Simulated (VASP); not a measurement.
A run of VASP 6.6.1 is set up as follows.

File INCAR:

```
SYSTEM = MnSe
PREC     = Accurate       ! precision mode
ENCUT    = 520            ! plane-wave cutoff, eV
EDIFF    = 1E-6           ! SCF threshold, eV
ISMEAR   = -1             ! smearing method
SIGMA    = 0.05           ! smearing width, eV
LREAL    = .False.        ! projectors in reciprocal space
LASPH    = .True.         ! aspherical terms in the spheres
NELM     = 150            ! most SCF steps
ALGO     = Normal         ! electronic algorithm
ISIF     = 2              ! what is computed and relaxed
LWAVE    = .False.        ! write WAVECAR
LCHARG   = .False.        ! write CHGCAR
ISPIN    = 2              ! spin polarisation
MAGMOM   = 4 -4 0 0       ! initial moments
LORBIT   = 11             ! projections on sites
LMAXMIX  = 4              ! l up to which the mixer works
NBANDS   = 31             ! bands
```

Contents of KPOINTS:

```
Automatic mesh
0
Gamma
  8 8 5
  0 0 0
```

File POSCAR:

```
MnSe
1.0
    3.6132890000      0.0000000000      0.0000000000
    0.0000000000      3.6132890000      0.0000000000
    0.0000000000      0.0000000000      6.2463560000
Mn Se
2 2
Direct
    0.0000000000      0.0000000000      0.0000000000
    0.5000000000      0.5000000000      0.0000000000
    0.5000000000      0.0000000000      0.7503170000
    0.0000000000      0.5000000000      0.2496830000
```

Potentials or basis: VASP PAW LDA potentials, release 64 (Mn_pv, Se).

Command:

```sh
$ cat potpaw_LDA.64/Mn_pv/POTCAR potpaw_LDA.64/Se/POTCAR > POTCAR
$ mpirun -np 1 vasp_std > vasp.out
```

(1) Estimate the pressure.

(2) Estimate the band gap on the k mesh.

(3) Estimate the net moment.

(4) What does it give for the largest force?

Results:

(1) -3.5 GPa.

(2) zero (filled and empty bands overlap).

(3) 0.00 μB per cell.

(4) 0.466 eV/Å.

Caveat: the cell stands under tension; the antiferromagnetic order is the one typed at the start, and another may lie lower; semilocal functionals often make such compounds metallic where correlation or magnetic order opens a gap, which also shifts bond lengths.
